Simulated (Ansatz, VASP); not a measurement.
Two plane-wave programs on TiSi2

```
Ti Si
1.0
     4.37464    0.00000    0.00000
    -2.18732    3.78855    0.00000
     0.00000    0.00000    2.56101
Ti Si
1 2
Direct
  0.00000 0.00000 0.00000
  0.33333 0.66667 0.50000
  0.66667 0.33333 0.50000
```

Alike in both runs: task single point; functional PBE-based screened hybrid; k mesh 4 × 4 × 5; occupations fermi-dirac, width 0.05 eV; no spin polarisation.

|  | VASP | Ansatz |
| --- | --- | --- |
| version | VASP 6.6.1 | Ansatz 0.2.0 |
| potentials or method | VASP PAW PBE potentials, release 64 (Ti_sv, Si) | Ansatz PAW |
| plane-wave cutoff (eV) | 520 | 420 |
| valence electrons in the cell | 20 | 20 |

|  | VASP | Ansatz | Ansatz less VASP |
| --- | --- | --- | --- |
| gap on the k mesh at the Fermi level (eV) | none | none | - |
| pressure (GPa) | -5.1 | -4.6 | +0.51 |
| traceless stress, the component that is largest in VASP (GPa) | -15.66 | -16.04 | -0.373 |

VASP's potentials were made for PBE, not for PBE-based screened hybrid. A gap of «none» marks a metal or a gap that the smearing closes. With one functional, cell and mesh, what is left measures potentials, basis and numerics.

The k mesh is coarse, so the values compare programs but aren't converged.
